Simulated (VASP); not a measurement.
# AlRu (Pm-3m) in VASP: single point with LDA

Aim: the single point of AlRu with LDA.

Everything below comes from runs of VASP 6.6.1. Logs are shortened: lines on timing, memory, paths and dates and some standing lists are left out, and cuts for length are marked.

## (1) The cell of the first run

The structure is cubic, space group Pm-3m (No. 221). Conventional cell: a = 2.992 Å, b = 2.992 Å, c = 2.992 Å, α = 90.00°, β = 90.00°, γ = 90.00°. Al (site symmetry m-3m) has 8 Ru at 2.59 Å and 6 Al at 2.99 Å within 3.4 Å. Within 3.4 Å of Ru (site symmetry m-3m) lie 8 Al at 2.59 Å and 6 Ru at 2.99 Å.

## (2) Single point, LDA

Contents of INCAR:

```
SYSTEM = AlRu
  ALGO = Normal
  EDIFF = 1E-6
  ENCUT = 500
  GGA_COMPAT = .False.
  ISIF = 2
  ISMEAR = -1
  LASPH = .True.
  LCHARG = .False.
  LREAL = .False.
  LWAVE = .False.
  NBANDS = 16
  NELM = 120
  PREC = Accurate
  SIGMA = 0.0272
```

Contents of KPOINTS:

```
k-points
0
Gamma
  10 10 10
  0 0 0
```

Contents of POSCAR:

```
AlRu
1.0
    2.9916000000      0.0000000000      0.0000000000
    0.0000000000      2.9916000000      0.0000000000
    0.0000000000      0.0000000000      2.9916000000
Al Ru
1 1
Direct
    0.0000000000      0.0000000000      0.0000000000
    0.5000000000      0.5000000000      0.5000000000
```

Potentials or basis: VASP PAW LDA potentials, release 64 (Al, Ru_pv).

Started as:

```sh
cat potpaw_LDA.64/Al/POTCAR potpaw_LDA.64/Ru_pv/POTCAR > POTCAR
mpirun -np 1 vasp_std > vasp.out
```

OUTCAR:

```text
SYSTEM = AlRu
   EDIFF = 1E-6
   ENCUT = 500
   ISIF = 2
   ISMEAR = -1
   LASPH = .True.
   LREAL = .False.
   NELM = 120
   PREC = Accurate

 ion  position               nearest neighbor table
   1  0.000  0.000  0.000-   2 2.59   2 2.59   2 2.59   2 2.59   2 2.59   2 2.59   2 2.59   2 2.59

   2  0.500  0.500  0.500-   1 2.59   1 2.59   1 2.59   1 2.59   1 2.59   1 2.59   1 2.59   1 2.59

  LATTYP: Found a simple cubic cell.
 ALAT       =     2.9916000000

  Lattice vectors:

 A1 = (   2.9916000000,   0.0000000000,   0.0000000000)
 A2 = (   0.0000000000,   2.9916000000,   0.0000000000)
 A3 = (   0.0000000000,   0.0000000000,   2.9916000000)

Analysis of symmetry for initial positions (statically):
=====================================================================
 Subroutine PRICEL returns:
 Original cell was already a primitive cell.

 Routine SETGRP: Setting up the symmetry group for a
 simple cubic supercell.

 Subroutine GETGRP returns: Found 48 space group operations
 (whereof 48 operations were pure point group operations)
 out of a pool of 48 trial point group operations.

The static configuration has the point symmetry O_h .

Analysis of symmetry for dynamics (positions and initial velocities):
=====================================================================
 Subroutine PRICEL returns:
 Original cell was already a primitive cell.

 Routine SETGRP: Setting up the symmetry group for a
 simple cubic supercell.

 Subroutine GETGRP returns: Found 48 space group operations
 (whereof 48 operations were pure point group operations)
 out of a pool of 48 trial point group operations.

The dynamic configuration has the point symmetry O_h .

 Subroutine INISYM returns: Found 48 space group operations
 (whereof 48 operations are pure point group operations),
 and found     1 'primitive' translations

----------------------------------------------------------------------------------------

                                     Primitive cell

  volume of cell :      26.7738

  direct lattice vectors                    reciprocal lattice vectors
     2.991600000  0.000000000  0.000000000     0.334269287  0.000000000  0.000000000
     0.000000000  2.991600000  0.000000000     0.000000000  0.334269287  0.000000000
     0.000000000  0.000000000  2.991600000     0.000000000  0.000000000  0.334269287

  length of vectors
     2.991600000  2.991600000  2.991600000     0.334269287  0.334269287  0.334269287

  position of ions in fractional coordinates (direct lattice)
     0.000000000  0.000000000  0.000000000
     0.500000000  0.500000000  0.500000000

  ion indices of the primitive-cell ions
   primitive index   ion index
                 1           1
                 2           2

----------------------------------------------------------------------------------------

 KPOINTS: k-points

Automatic generation of k-mesh.
 Grid dimensions read from file:
 generate k-points for:   10   10   10

 Generating k-lattice:

  Cartesian coordinates                     Fractional coordinates (reciprocal lattice)
     0.033426929  0.000000000  0.000000000     0.100000000  0.000000000  0.000000000
     0.000000000  0.033426929  0.000000000     0.000000000  0.100000000  0.000000000
     0.000000000  0.000000000  0.033426929     0.000000000  0.000000000  0.100000000

  Length of vectors
     0.033426929  0.033426929  0.033426929

  Shift w.r.t. Gamma in fractional coordinates (k-lattice)
     0.000000000  0.000000000  0.000000000

 Subroutine IBZKPT returns following result:
 ===========================================

 Found     56 irreducible k-points:

 Following reciprocal coordinates:
            Coordinates               Weight
  0.000000  0.000000  0.000000      1.000000
  0.100000  0.000000  0.000000      6.000000
  0.200000  0.000000  0.000000      6.000000
  0.300000  0.000000  0.000000      6.000000
  0.400000  0.000000  0.000000      6.000000
  0.500000  0.000000  0.000000      3.000000
[... 16 lines left out ...]
  0.200000  0.100000  0.100000     24.000000
  0.300000  0.100000  0.100000     24.000000
 [... further k-points ...]
   k-points           NKPTS =     56   k-points in BZ     NKDIM =     56   number of bands    NBANDS=     16
   number of dos      NEDOS =    301   number of ions     NIONS =      2
   total plane-waves  NPLWV =  13824
   dimension x,y,z NGX =    24 NGY =   24 NGZ =   24
   dimension x,y,z NGXF=    48 NGYF=   48 NGZF=   48
   ions per type =               1   1
   NGX,Y,Z   is equivalent  to a cutoff of  13.34, 13.34, 13.34 a.u.
   NGXF,Y,Z  is equivalent  to a cutoff of  26.67, 26.67, 26.67 a.u.
 SYSTEM =  AlRu
   PREC   = accura    normal or accurate (medium, high low for compatibility)
   ISTART =      0    job   : 0-new  1-cont  2-samecut
   ICHARG =      2    charge: 1-file 2-atom 10-const
   ISPIN  =      1    spin polarized calculation?
   LNONCOLLINEAR =      F non collinear calculations
   LSORBIT =      F    spin-orbit coupling
   LASPH  =      T    aspherical Exc in radial PAW
   ENCUT  =  500.0 eV  36.75 Ry    6.06 a.u.   5.45  5.45  5.45*2*pi/ulx,y,z
   NELM   =    120;   NELMIN=  2; NELMDL= -5     # of ELM steps
   EDIFF  = 0.1E-05   stopping-criterion for ELM
   LREAL  =      F    real-space projection
   EDIFFG = 0.1E-04   stopping-criterion for IOM
   NSW    =      0    number of steps for IOM
   IBRION =     -1    ionic relax: 0-MD 1-quasi-New 2-CG
   NFREE  =      0    steps in history (QN), initial steepest desc. (CG)
   ISIF   =      2    stress and relaxation
   ISYM   =      2    0-nonsym 1-usesym 2-fastsym
   POTIM  = 0.5000    time-step for ionic-motion
   TEBEG  =    0.0;   TEEND  =   0.0 temperature during run
   PSTRESS=    0.0 pullay stress
   NELECT =      17.0000    total number of electrons
   NUPDOWN=      -1.0000    fix difference up-down
   EMIN   =  10.00;   EMAX   =-10.00  energy-range for DOS
   EFERMI =   0.00;   METHOD = LEGACY
   ISMEAR =    -1;   SIGMA  =   0.03  broadening in eV -4-tet -1-fermi 0-gaus
   EFERMI_NEDOS =   21; number of points for ismear=-14 and -15
   IALGO  =     38    algorithm
   IMIX   =      4    mixing-type and parameters
     AMIX     =   0.40;   BMIX     =  1.00
     AMIX_MAG =   1.60;   BMIX_MAG =  1.00
  volume/ion in A,a.u.               =      13.39        90.34
  Fermi-wavevector in a.u.,A,eV,Ry     =   1.407087  2.659009 26.938090  1.979894
  Thomas-Fermi vector in A             =   2.529382
   LORBIT       =      0    0 simple, 1 ext, 2 COOP (PROOUT), +10 PAW based schemes
   GGA     = CA    functional components
   LHFCALC =     F    Hartree Fock is set to
   AEXX    =    0.0000 exact exchange contribution
   IVDW    =     0    specifies the selected vdW correction
   LEPSILON=     F    determine dielectric tensor
   LRPA    =     F    only Hartree local field effects (RPA)
 non-spin polarized calculation
  energy-cutoff  :      500.00
  volume of cell :       26.77
 maximum number of plane-waves:       697
 NGX is ok and might be reduce to    24
   NGX = 11   NGY = 11   NGZ = 11

 number of electron      16.9999995 magnetization

 Free energy of the ion-electron system (eV)
  ---------------------------------------------------
  ext. energy  EPLUGINS =         0.00000000
  ---------------------------------------------------
  free energy    TOTEN  =       -16.16316558 eV

  energy without entropy =      -16.15848554  energy(sigma->0) =      -16.16082556

 E-fermi :  10.5240     XC(G=0): -12.7935

 val. band max:       10.5164089292   @ k =   0.4000   0.1000   0.1000
 cond. band min:      10.5478768020   @ k =   0.5000   0.1000   0.1000
 fundamental gap:      0.0314678728
 Fermi energy:        10.5239647701

 k-point     1 :       0.0000    0.0000    0.0000
  band No.  band energies     occupation
      1     -31.0721      2.00000
      2     -31.0721      2.00000
      3     -31.0721      2.00000
      4       0.8557      2.00000
      5       6.9086      2.00000
      6       6.9086      2.00000
[... 8 lines left out ...]
     15      22.1656      0.00000
     16      25.4151      0.00000

 k-point     2 :       0.1000    0.0000    0.0000
  band No.  band energies     occupation
      1     -31.0927      2.00000
      2     -31.0704      2.00000
      3     -31.0704      2.00000
      4       1.0474      2.00000
      5       6.9743      2.00000
      6       6.9747      2.00000
[... 8 lines left out ...]
     15      22.2014      0.00000
     16      26.0345      0.00000

 k-point     3 :       0.2000    0.0000    0.0000
  band No.  band energies     occupation
      1     -31.1464      2.00000
      2     -31.0658      2.00000
      3     -31.0658      2.00000
      4       1.6052      2.00000
      5       7.0618      2.00000
      6       7.1556      2.00000
[... 8 lines left out ...]
     15      23.0182      0.00000
     16      27.8472      0.00000

 k-point     4 :       0.3000    0.0000    0.0000
  band No.  band energies     occupation
      1     -31.2123      2.00000
      2     -31.0602      2.00000
      3     -31.0602      2.00000
      4       2.4804      2.00000
      5       6.8469      2.00000
      6       7.3975      2.00000
[... 8 lines left out ...]
     15      23.4779      0.00000
     16      25.9947      0.00000
[... 324 lines left out ...]
 k-point    22 :       0.1000    0.1000    0.1000
  band No.  band energies     occupation
      1     -31.0907      2.00000
      2     -31.0883      2.00000
      3     -31.0883      2.00000
      4       1.4220      2.00000
      5       7.1158      2.00000
      6       7.1158      2.00000
[... 8 lines left out ...]
     15      22.1662      0.00000
     16      26.9932      0.00000

 k-point    23 :       0.2000    0.1000    0.1000
  band No.  band energies     occupation
      1     -31.1425      2.00000
      2     -31.0850      2.00000
      3     -31.0836      2.00000
      4       1.9605      2.00000
      5       7.2338      2.00000
      6       7.2901      2.00000
[... 8 lines left out ...]
     15      23.5803      0.00000
     16      26.5884      0.00000

 k-point    24 :       0.3000    0.1000    0.1000
  band No.  band energies     occupation
      1     -31.2077      2.00000
      2     -31.0791      2.00000
      3     -31.0778      2.00000
      4       2.7995      2.00000
      5       6.9879      2.00000
      6       7.5342      2.00000
[... 8 lines left out ...]
     15      24.2379      0.00000
     16      24.9970      0.00000

 [... further k-points ...]

------------------------ aborting loop because EDIFF is reached ----------------------------------------

  FORCE on cell =-STRESS in cart. coord.  units (eV):
  Direction    XX          YY          ZZ          XY          YZ          ZX
  --------------------------------------------------------------------------------------
  -------------------------------------------------------------------------------------
  Total       -1.2756439     -1.2756439     -1.2756439      0.0000000      0.0000000     -0.0000000
  in kB      -76.3360143    -76.3360143    -76.3360143      0.0000000      0.0000000     -0.0000000
  external PRESSURE =     -76.3360143 kB  Pullay stress =       0.0000000 kB

 VOLUME and BASIS-vectors are now :
 -----------------------------------------------------------------------------
  energy-cutoff  :      500.00
  volume of cell :       26.77
      direct lattice vectors                 reciprocal lattice vectors
     2.991600000  0.000000000  0.000000000     0.334269287  0.000000000  0.000000000
     0.000000000  2.991600000  0.000000000     0.000000000  0.334269287  0.000000000
     0.000000000  0.000000000  2.991600000     0.000000000  0.000000000  0.334269287

 POSITION                                       TOTAL-FORCE (eV/Angst)
 -----------------------------------------------------------------------------------
      0.00000      0.00000      0.00000         0.000000      0.000000      0.000000
      1.49580      1.49580      1.49580         0.000000      0.000000      0.000000
 -----------------------------------------------------------------------------------
    total drift:                                0.000000     -0.000000     -0.000000

  FREE ENERGIE OF THE ION-ELECTRON SYSTEM (eV)
  ---------------------------------------------------
  free  energy   TOTEN  =       -16.1631655849 eV

  energy  without entropy=      -16.1584855351  energy(sigma->0) =      -16.16082556
```

Run time: 6.8 s. Hardware: 1 thread of Intel Xeon Platinum 8559C (Emerald Rapids), shared host; peak memory 0.14 GiB.

Results:

```
Free energy : -16.1632 eV
Pressure    : -7.6 GPa
```
